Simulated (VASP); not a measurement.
# MgS (P6_3mc) in VASP: notebook, part 2 of 2

VASP 6.6.1. The steps go on from the part before.

### 4 Single point, r2SCAN

POSCAR

```
MgS
1.0
    4.0346224068      0.0000000000      0.0000000000
   -2.0173112034      3.4940854990      0.0000000000
    0.0000000000      0.0000000000      6.4322941800
Mg S
2 2
Direct
    0.6666666667      0.3333333333      0.4957548500
    0.3333333333      0.6666666667      0.9957548500
    0.3333333333      0.6666666667      0.3792441500
    0.6666666667      0.3333333333      0.8792441500
```

INCAR.step1

```
PREC = Accurate
ENCUT = 660
ISMEAR = 0
SIGMA = 0.01
LREAL = F
LASPH = T
NELM = 120
NBANDS = 16
GGA = PE
ALGO = Normal
EDIFF = 1E-5
LWAVE = T
LCHARG = F
GGA_COMPAT = F
```

INCAR.step2

```
PREC = Accurate
ENCUT = 660
EDIFF = 1E-6
ISMEAR = 0
SIGMA = 0.01
LREAL = F
LASPH = T
NELM = 120
ALGO = Normal
ISIF = 2
LWAVE = F
LCHARG = F
METAGGA = R2SCAN
LMIXTAU = T
NBANDS = 16
ISTART = 1
GGA_COMPAT = F
```

KPOINTS

```
regular mesh
0
Gamma
  3 3 1
```

Potentials or basis: VASP PAW PBE potentials, release 64 (Mg, S).

Launch:

```bash
> cat potpaw_PBE.64/Mg/POTCAR potpaw_PBE.64/S/POTCAR > POTCAR
> cp INCAR.step1 INCAR
> mpirun -np 1 vasp_std > vasp.out
> cp INCAR.step2 INCAR
> mpirun -np 1 vasp_std > vasp.out
```

OUTCAR:

```text
PREC = Accurate
   ENCUT = 660
   EDIFF = 1E-6
   ISMEAR = 0
   LREAL = F
   LASPH = T
   NELM = 120
   ISIF = 2
   METAGGA = R2SCAN
   ISTART = 1

 ion  position               nearest neighbor table
   1  0.667  0.333  0.496-   3 2.45   3 2.45   3 2.45   4 2.47
   2  0.333  0.667  0.996-   4 2.45   4 2.45   4 2.45   3 2.47
   3  0.333  0.667  0.379-   1 2.45   1 2.45   1 2.45   2 2.47
   4  0.667  0.333  0.879-   2 2.45   2 2.45   2 2.45   1 2.47

  LATTYP: Found a hexagonal cell.
 ALAT       =     4.0346224068
 C/A-ratio  =     1.5942741430

  Lattice vectors:

 A1 = (   4.0346224068,   0.0000000000,   0.0000000000)
 A2 = (  -2.0173112034,   3.4940854990,   0.0000000000)
 A3 = (   0.0000000000,   0.0000000000,   6.4322941800)

Analysis of symmetry for initial positions (statically):
=====================================================================
 Subroutine PRICEL returns:
 Original cell was already a primitive cell.

 Routine SETGRP: Setting up the symmetry group for a
 hexagonal supercell.

[... 151 lines left out ...]
 E-fermi :   0.9815     XC(G=0):  -8.7681

 val. band max:        0.9203641040   @ k =   0.0000   0.0000   0.0000
 cond. band min:       5.0162897545   @ k =   0.0000   0.0000   0.0000
 fundamental gap:      4.0959256505
 Fermi energy:         0.9814529209

 k-point     1 :       0.0000    0.0000    0.0000
  band No.  band energies     occupation
      1     -10.9746      2.00000
      2     -10.2276      2.00000
      3      -2.3324      2.00000
      4       0.3153      2.00000
      5       0.3153      2.00000
      6       0.7409      2.00000
[... 34 lines left out ...]
      3      -1.6121      2.00000
      4      -1.3622      2.00000
      5      -1.3622      2.00000
      6      -0.4808      2.00000
[... 8 lines left out ...]
     15      10.9898      0.00000
     16      12.0510      0.00000

------------------------ aborting loop because EDIFF is reached ----------------------------------------

  FORCE on cell =-STRESS in cart. coord.  units (eV):
  Direction    XX          YY          ZZ          XY          YZ          ZX
  --------------------------------------------------------------------------------------
  -------------------------------------------------------------------------------------
  Total        0.2306759      0.2306759     -1.0463149      0.0000000      0.0000000     -0.0000000
  in kB        4.0757775      4.0757775    -18.4871803      0.0000000      0.0000000     -0.0000000
  external PRESSURE =      -3.4452084 kB  Pullay stress =       0.0000000 kB

 VOLUME and BASIS-vectors are now :
 -----------------------------------------------------------------------------
  energy-cutoff  :      660.00
  volume of cell :       90.68
      direct lattice vectors                 reciprocal lattice vectors
     4.034622407  0.000000000  0.000000000     0.247854669  0.143098960  0.000000000
    -2.017311203  3.494085499  0.000000000     0.000000000  0.286197919  0.000000000
     0.000000000  0.000000000  6.432294180     0.000000000  0.000000000  0.155465526

 POSITION                                       TOTAL-FORCE (eV/Angst)
 -----------------------------------------------------------------------------------
      2.01731      1.16470      3.18884         0.000000      0.000000      0.054760
     -0.00000      2.32939      6.40499        -0.000000      0.000000      0.054760
     -0.00000      2.32939      2.43941         0.000000      0.000000     -0.054760
      2.01731      1.16470      5.65556         0.000000     -0.000000     -0.054760
 -----------------------------------------------------------------------------------
    total drift:                               -0.000000      0.000000     -0.008281

  FREE ENERGIE OF THE ION-ELECTRON SYSTEM (eV)
  ---------------------------------------------------
  free  energy   TOTEN  =       -30.9687611909 eV

  energy  without entropy=      -30.9687611909  energy(sigma->0) =      -30.96876119
```

OUTCAR.step1:

```text
PREC = Accurate
   ENCUT = 660
   ISMEAR = 0
   LREAL = F
[... 265 lines left out ...]
      2.01731      1.16470      3.18884         0.000000      0.000000      0.051277
     -0.00000      2.32939      6.40499         0.000000      0.000000      0.051277
     -0.00000      2.32939      2.43941        -0.000000      0.000000     -0.051277
      2.01731      1.16470      5.65556         0.000000     -0.000000     -0.051277
 -----------------------------------------------------------------------------------
    total drift:                               -0.000000      0.000000     -0.000312

  FREE ENERGIE OF THE ION-ELECTRON SYSTEM (eV)
  ---------------------------------------------------
  free  energy   TOTEN  =       -17.0049046737 eV

  energy  without entropy=      -17.0049046737  energy(sigma->0) =      -17.00490467
```

OSZICAR.step1:

```text
N       E                     dE             d eps       ncg     rms          rms(c)
DAV:   1     0.651985466860E+02    0.65199E+02   -0.65408E+03    96   0.952E+02
DAV:   2    -0.122280242416E+02   -0.77427E+02   -0.66363E+02   136   0.142E+02
DAV:   3    -0.179546926950E+02   -0.57267E+01   -0.56983E+01   128   0.413E+01
DAV:   4    -0.180192336526E+02   -0.64541E-01   -0.64529E-01   120   0.549E+00
DAV:   5    -0.180203730491E+02   -0.11394E-02   -0.11394E-02   128   0.742E-01    0.564E+00
DAV:   6    -0.170546336049E+02    0.96574E+00   -0.14706E+00    96   0.562E+00    0.435E+00
DAV:   7    -0.169871253289E+02    0.67508E-01   -0.39066E-01   128   0.294E+00    0.328E+00
DAV:   8    -0.170069898309E+02   -0.19865E-01   -0.43680E-02   112   0.144E+00    0.227E+00
DAV:   9    -0.170043657834E+02    0.26240E-02   -0.48964E-03   120   0.487E-01    0.546E-01
DAV:  10    -0.170047797831E+02   -0.41400E-03   -0.17725E-03   144   0.193E-01    0.648E-02
DAV:  11    -0.170048961486E+02   -0.11637E-03   -0.17810E-04   120   0.738E-02    0.647E-02
DAV:  12    -0.170049046737E+02   -0.85252E-05   -0.17696E-05   128   0.216E-02
   1 F= -.17004905E+02 E0= -.17004905E+02  d E =-.164562E-35
```

Run time: 2.3 min. Hardware: 1 thread of Intel Xeon 8259CL, shared host; peak memory 0.27 GiB.

What came out:

```yaml
Free_energy: -30.9688 eV
Pressure: -0.3 GPa
Largest_force: 0.055 eV/Å
Band_gap_on_the_k_mesh: 4.10 eV, direct
```

Forces in eV/Å, atoms in the order of the input:
```
Mg   0.000  0.000  0.055
Mg   0.000  0.000  0.055
S    0.000  0.000 -0.055
S    0.000  0.000 -0.055
```

Caveat: the k points lie up to 0.98 Å⁻¹ apart; the PAW data sets were made with another functional, which shifts forces and pressure a little. r2SCAN opens gaps a little over a GGA but as a rule still falls short of measured ones.

### 5 Single point, PBE

INCAR

```
PREC     = Accurate       # precision mode
ENCUT    = 600            # plane-wave cutoff, eV
EDIFF    = 1E-6           # SCF threshold, eV
ISMEAR   = 0              # smearing method
SIGMA    = 0.1            # smearing width, eV
LREAL    = False          # projectors in reciprocal space
LASPH    = True           # aspherical terms in the spheres
NELM     = 120            # most SCF steps
ALGO     = Normal         # electronic algorithm
ISIF     = 2              # what is computed and relaxed
LWAVE    = False          # write WAVECAR
LCHARG   = False          # write CHGCAR
GGA      = PE             # functional
NBANDS   = 16             # bands
ISYM     = 0            
GGA_COMPAT= False
```

KPOINTS

```
regular mesh
0
Gamma
  7 2 1
```

POSCAR is that of step 4.

Launch:

```bash
> cat potpaw_PBE.64/Mg/POTCAR potpaw_PBE.64/S/POTCAR > POTCAR
> mpirun -np 1 vasp_std > vasp.out
```

Run time: 33 s. Hardware: 1 thread of Intel Xeon 8259CL, shared host; peak memory 0.22 GiB.

It converged, with:

```
Free energy            : -16.8834 eV
Pressure               : 1.0 GPa
Largest force          : 0.055 eV/Å
Band gap on the k mesh : 3.43 eV, direct
```

Forces on the atoms (eV/Å):
```
Mg  -0.024 -0.014  0.042
Mg   0.024  0.014  0.042
S    0.030  0.017 -0.042
S   -0.030 -0.017 -0.042
```

Stress tensor (GPa, compression positive):
```
 1.30 -1.23  0.00
-1.23  2.72  0.00
 0.00  0.00 -0.97
```

Levels at points of the mesh, in eV from the valence-band top:
| k point | band 5 | band 6 | band 7 | band 8 | band 9 | band 10 | band 11 | band 12 |
| --- | --- | --- | --- | --- | --- | --- | --- | --- |
| (0.00, 0.00, 0.00) | -0.59 | -0.18 | -0.17 | 0.00 | 3.43 | 4.66 | 7.45 | 7.47 |
| (0.00, 0.50, 0.00) | -1.88 | -1.26 | -0.93 | -0.49 | 4.70 | 5.19 | 5.78 | 7.48 |

Caveat: the k points lie up to 0.98 Å⁻¹ apart.

### 6 Single point, PBE+D3(BJ)

INCAR

```
SYSTEM = MgS
  PREC = Accurate
  ENCUT = 600
  EDIFF = 1E-6
  ISMEAR = 0
  SIGMA = 0.1
  LREAL = .FALSE.
  LASPH = .TRUE.
  NELM = 120
  ALGO = Normal
  ISIF = 2
  LWAVE = .FALSE.
  LCHARG = .TRUE.
  GGA = PE
  IVDW = 12
  LELF = .TRUE.
  LVHAR = .TRUE.
  NBANDS = 16
  GGA_COMPAT = .FALSE.
```

KPOINTS

```
regular mesh
0
G
  4 4 2
  0 0 0
```

POSCAR is that of step 5.

Potentials or basis: VASP PAW PBE potentials, release 64 (Mg, S).

Launch:

```bash
> cat potpaw_PBE.64/Mg/POTCAR potpaw_PBE.64/S/POTCAR > POTCAR
> mpirun -np 1 vasp_std > vasp.out
```

OUTCAR:

```text
SYSTEM = MgS
   PREC = Accurate
   ENCUT = 600
   EDIFF = 1E-6
   ISMEAR = 0
   LREAL = .FALSE.
   LASPH = .TRUE.
   NELM = 120
   ISIF = 2
   GGA = PE
   IVDW = 12
 IVDW          = 12

 ion  position               nearest neighbor table
   1  0.667  0.333  0.496-   3 2.45   3 2.45   3 2.45   4 2.47
   2  0.333  0.667  0.996-   4 2.45   4 2.45   4 2.45   3 2.47
   3  0.333  0.667  0.379-   1 2.45   1 2.45   1 2.45   2 2.47
   4  0.667  0.333  0.879-   2 2.45   2 2.45   2 2.45   1 2.47

  LATTYP: Found a hexagonal cell.
 ALAT       =     4.0346224068
 C/A-ratio  =     1.5942741430

  Lattice vectors:

 A1 = (   4.0346224068,   0.0000000000,   0.0000000000)
 A2 = (  -2.0173112034,   3.4940854990,   0.0000000000)
 A3 = (   0.0000000000,   0.0000000000,   6.4322941800)

Analysis of symmetry for initial positions (statically):
=====================================================================
 Subroutine PRICEL returns:
 Original cell was already a primitive cell.

 Routine SETGRP: Setting up the symmetry group for a
 hexagonal supercell.

 Subroutine GETGRP returns: Found 12 space group operations
 (whereof  6 operations were pure point group operations)
 out of a pool of 24 trial point group operations.

The static configuration has the point symmetry C_3v.
 The point group associated with its full space group is C_6v.

Analysis of symmetry for dynamics (positions and initial velocities):
=====================================================================
 Subroutine PRICEL returns:
 Original cell was already a primitive cell.

 Routine SETGRP: Setting up the symmetry group for a
 hexagonal supercell.

 Subroutine GETGRP returns: Found 12 space group operations
 (whereof  6 operations were pure point group operations)
 out of a pool of 24 trial point group operations.

The dynamic configuration has the point symmetry C_3v.
 The point group associated with its full space group is C_6v.

 Subroutine INISYM returns: Found 12 space group operations
[... 104 lines left out ...]
     AMIX_MAG =   1.60;   BMIX_MAG =  1.00
  volume/ion in A,a.u.               =      22.67       152.98
  Fermi-wavevector in a.u.,A,eV,Ry     =   0.918221  1.735187 11.471486  0.843130
  Thomas-Fermi vector in A             =   2.043279
   LORBIT       =      0    0 simple, 1 ext, 2 COOP (PROOUT), +10 PAW based schemes
   GGA     = PE    functional components
   LHFCALC =     F    Hartree Fock is set to
   AEXX    =    0.0000 exact exchange contribution
   IVDW    =    12    specifies the selected vdW correction
   LEPSILON=     F    determine dielectric tensor
   LRPA    =     F    only Hartree local field effects (RPA)
 non-spin polarized calculation
 Gauss-broadening in eV      SIGMA  =   0.10
  energy-cutoff  :      600.00
  volume of cell :       90.68
 maximum number of plane-waves:      3054
   NGX = 17   NGY = 17   NGZ = 25

 number of electron      15.9999998 magnetization

 Free energy of the ion-electron system (eV)
  ---------------------------------------------------
  ext. energy  EPLUGINS =         0.00000000
  ---------------------------------------------------
  free energy    TOTEN  =       -16.96276446 eV

  energy without entropy =      -16.96276446  energy(sigma->0) =      -16.96276446

 E-fermi :   1.6989     XC(G=0):  -8.3806

 val. band max:        1.2034675167   @ k =   0.0000   0.0000   0.0000
 cond. band min:       4.6360038702   @ k =   0.0000   0.0000   0.0000
 fundamental gap:      3.4325363535
 Fermi energy:         1.6989087049

 k-point     1 :       0.0000    0.0000    0.0000
  band No.  band energies     occupation
      1     -10.2068      2.00000
      2      -9.4772      2.00000
      3      -2.0162      2.00000
      4       0.6225      2.00000
      5       0.6225      2.00000
      6       1.0414      2.00000
[... 129 lines left out ...]
      3      -1.6239      2.00000
      4      -1.6239      2.00000
      5      -0.3961      2.00000
      6      -0.3961      2.00000
[... 8 lines left out ...]
     15       9.9820      0.00000
     16       9.9820      0.00000

------------------------ aborting loop because EDIFF is reached ----------------------------------------

 Edisp (eV)   -1.08126

 E8    (eV) :    -0.4339

  FORCE on cell =-STRESS in cart. coord.  units (eV):
  Direction    XX          YY          ZZ          XY          YZ          ZX
  --------------------------------------------------------------------------------------
  -------------------------------------------------------------------------------------
  Total      -0.59683    -0.59683    -0.78470     0.00000     0.00000     0.00000
  in kB     -10.54523   -10.54523   -13.86467     0.00000     0.00000     0.00000
  external pressure =      -11.65 kB  Pullay stress =        0.00 kB

 VOLUME and BASIS-vectors are now :
 -----------------------------------------------------------------------------
  energy-cutoff  :      600.00
  volume of cell :       90.68
      direct lattice vectors                 reciprocal lattice vectors
     4.034622407  0.000000000  0.000000000     0.247854669  0.143098960  0.000000000
    -2.017311203  3.494085499  0.000000000     0.000000000  0.286197919  0.000000000
     0.000000000  0.000000000  6.432294180     0.000000000  0.000000000  0.155465526

 POSITION                                       TOTAL-FORCE (eV/Angst)
 -----------------------------------------------------------------------------------
      2.01731      1.16470      3.18884        -0.000000      0.000000      0.049179
     -0.00000      2.32939      6.40499        -0.000000      0.000000      0.049179
     -0.00000      2.32939      2.43941         0.000000     -0.000000     -0.049179
      2.01731      1.16470      5.65556        -0.000000      0.000000     -0.049179
 -----------------------------------------------------------------------------------
    total drift:                               -0.000000      0.000000      0.000058

  FREE ENERGIE OF THE ION-ELECTRON SYSTEM (eV)
  ---------------------------------------------------
  free  energy   TOTEN  =       -18.0440277276 eV

  energy  without entropy=      -18.0440277276  energy(sigma->0) =      -18.04402773
```

Run time: 34 s. Hardware: 1 thread of Intel Xeon 8259CL, shared host; peak memory 0.23 GiB.

Results:

| Quantity | Value |
| --- | --- |
| Free energy | -18.0440 eV |
| Pressure | -1.2 GPa |
| Largest force | 0.049 eV/Å |
| Band gap on the k mesh | 3.43 eV, direct |
| Dispersion energy per atom | -0.270 eV |

Forces on the atoms (eV/Å):
```
Mg   0.000  0.000  0.049
Mg   0.000  0.000  0.049
S    0.000  0.000 -0.049
S    0.000  0.000 -0.049
```

Levels at points of the mesh, in eV from the valence-band top:
| k point | band 4 | band 5 | band 6 | band 7 | band 8 | band 9 | band 10 | band 11 | band 12 | band 13 |
| --- | --- | --- | --- | --- | --- | --- | --- | --- | --- | --- |
| (0.00, 0.00, 0.00) | -0.58 | -0.58 | -0.16 | -0.16 | 0.00 | 3.43 | 4.67 | 7.47 | 7.47 | 8.21 |
| (0.50, 0.00, 0.00) | -2.45 | -1.88 | -1.25 | -0.93 | -0.48 | 4.72 | 5.20 | 5.79 | 7.49 | 8.29 |
| (0.00, 0.00, 0.50) | -1.91 | -0.38 | -0.38 | -0.38 | -0.38 | 4.90 | 4.90 | 7.61 | 7.61 | 7.61 |
| (0.50, 0.00, 0.50) | -3.12 | -0.90 | -0.90 | -0.80 | -0.80 | 4.64 | 4.64 | 6.28 | 6.28 | 9.22 |

Caveat: the k points lie up to 0.49 Å⁻¹ apart.

### 7 The runs side by side

| level | k mesh | cutoff (eV) | smearing | gap on the mesh (eV) | pressure (GPa) | largest force (eV/Å) |
| --- | --- | --- | --- | --- | --- | --- |
| PBEsol | 3 × 3 × 2 | 600 | methfessel-paxton 0.272114 eV | 3.27 | -0.2 | 0.01 |
| r2SCAN | 3 × 3 × 1 | 660 | gaussian 0.1 eV | 4.10 | -0.3 | 0.05 |
| r2SCAN | 3 × 3 × 1 | 660 | gaussian 0.01 eV | 4.10 | -0.3 | 0.05 |
| PBE | 7 × 2 × 1 | 600 | gaussian 0.1 eV | 3.43 | 1.0 | 0.05 |
| PBE+D3(BJ) | 4 × 4 × 2 | 600 | gaussian 0.1 eV | 3.43 | -1.2 | 0.05 |

Alike in all rows: task single point; potentials or basis VASP PAW PBE potentials, release 64 (Mg, S); no spin polarisation; cell as given.

Caveats: all runs use coarse meshes; the PAW data sets were made with another functional, which shifts forces and pressure a little (some runs).

Absolute energies hang on the potentials; compare differences alone.
